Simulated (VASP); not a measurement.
## SnSe: single point with r2SCAN

The system is SnSe.

```
Sn Se
1.0
     0.00000    3.00211    3.00211
     3.00211    0.00000    3.00211
     3.00211    3.00211    0.00000
Sn Se
1 1
Direct
  0.00000 0.00000 0.00000
  0.50000 0.50000 0.50000
```

```json
{
  "Program": "VASP 6.6.1",
  "Task": "single point",
  "Functional": "r2SCAN",
  "Potentials or basis": "VASP PAW PBE potentials, release 64 (Sn_d, Se)",
  "Cutoff": "520 eV",
  "k mesh": "6 × 6 × 6",
  "Occupations": "fermi-dirac, width 0.02 eV",
  "Spin": "no spin polarisation",
  "Dipole correction": "no",
  "Further INCAR settings": "ALGO = Normal; EDIFF = 1e-07; NBANDS = 17"
}
```

| Quantity | Value |
| --- | --- |
| Pressure | 0.0 GPa |
| Band gap on the k mesh | 0.49 eV, direct |

Levels at points of the mesh, in eV from the valence-band top:
| k point | band 6 | band 7 | band 8 | band 9 | band 10 | band 11 | band 12 | band 13 | band 14 | band 15 |
| --- | --- | --- | --- | --- | --- | --- | --- | --- | --- | --- |
| (0.00, 0.00, 0.00) | -14.79 | -5.23 | -2.67 | -2.67 | -2.67 | 4.39 | 4.39 | 4.39 | 6.04 | 6.04 |
| (0.50, 0.00, 0.00) | -13.80 | -8.61 | -2.40 | -2.40 | 0.00 | 0.49 | 1.13 | 1.13 | 8.60 | 10.45 |
| (0.50, 0.50, 0.00) | -13.49 | -6.35 | -6.00 | -4.14 | -4.14 | 3.09 | 5.51 | 5.51 | 6.21 | 10.64 |

Wall time 40 s on 1 thread of Intel Xeon 6975P-C, with other jobs on the host, peak memory 0.19 GiB.

Caveat: the PAW data sets were made with another functional, which shifts forces and pressure a little; spin-orbit coupling is left out, which moves the levels of the heavy elements. A k mesh can miss the band edges.
